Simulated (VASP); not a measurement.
Input of a VASP 6.6.1 run:

INCAR

```
SYSTEM = TiO2
PREC = Accurate
ENCUT = 520
EDIFF = 1E-8
ISMEAR = 0
SIGMA = 0.01
LREAL = .False.
LASPH = .True.
NELM = 120
ALGO = Normal
ISIF = 2
LWAVE = .False.
LCHARG = .False.
GGA = PE
LEPSILON = .True.
GGA_COMPAT = .False.
```

File KPOINTS:

```
Automatic mesh
0
Gamma
  8 8 8
  0 0 0
```

POSCAR

```
TiO2
1.0
   -1.8921000000      1.8921000000      4.7573000000
    1.8921000000     -1.8921000000      4.7573000000
    1.8921000000      1.8921000000     -4.7573000000
Ti O
2 4
Direct
    0.0000000000      1.0000000000      0.0000000000
    0.7500000000      0.2500000000      0.5000000000
    0.2081000000      0.2081000000      0.0000000000
    0.7919000000      0.7919000000      0.0000000000
   -0.0419000000      0.4581000000      0.5000000000
    0.5419000000      1.0419000000      0.5000000000
```

Potentials or basis: VASP PAW PBE potentials, release 64 (Ti_sv, O).

Run with:

```sh
$ cat potpaw_PBE.64/Ti_sv/POTCAR potpaw_PBE.64/O/POTCAR > POTCAR
$ mpirun -np 1 vasp_std > vasp.out
```

(1) Estimate the electronic dielectric tensor (diagonal).

(2) What does it give for the Born charges (mean of the diagonal)?

(3) Estimate the band gap on the k mesh.

Answers

(1) 6.84, 6.84, 6.29.

(2) Ti +6.31; O -3.16 e.

(3) 2.14 eV (least direct gap 2.44 eV).
